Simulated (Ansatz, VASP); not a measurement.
## One calculation of Cd, two programs

```
Cd
1.0
     4.49824    0.00000    0.00000
     0.00000    4.49824    0.00000
     0.00000    0.00000    4.49824
Cd
4
Cartesian
  0.0001 0.0001 0.0001
  2.2490 4.4981 2.2492
  2.2492 2.2490 4.4981
  4.4981 2.2492 2.2490
```

Alike in both runs: functional PBE; k mesh 10 × 10 × 10; occupations gaussian, width 0.1 eV; no spin polarisation.

Ansatz relaxed the structure, and its values are those at the end. VASP's run is a single point on that final structure, the one shown.

|  | VASP | Ansatz |
| --- | --- | --- |
| version | VASP 6.6.1 | Ansatz 0.2.0 |
| potentials or method | VASP PAW PBE potentials, release 64 (Cd), cutoff 520 eV | scalar-relativistic, plane waves, PAW |
| valence electrons in the cell | 48 | 80 |

Ansatz gave:

| Property | Result |
| --- | --- |
| gap on the k mesh at the Fermi level (eV) | none |
| pressure (GPa) | 0.0 |

Estimate VASP's values.

gap on the k mesh at the Fermi level (eV): none; pressure (GPa): 0.2.

A gap of «none» marks a metal or a gap that the smearing closes. VASP's potentials hold 48 valence electrons a cell and Ansatz's 80, so a difference there can come from the potentials and not from the codes.
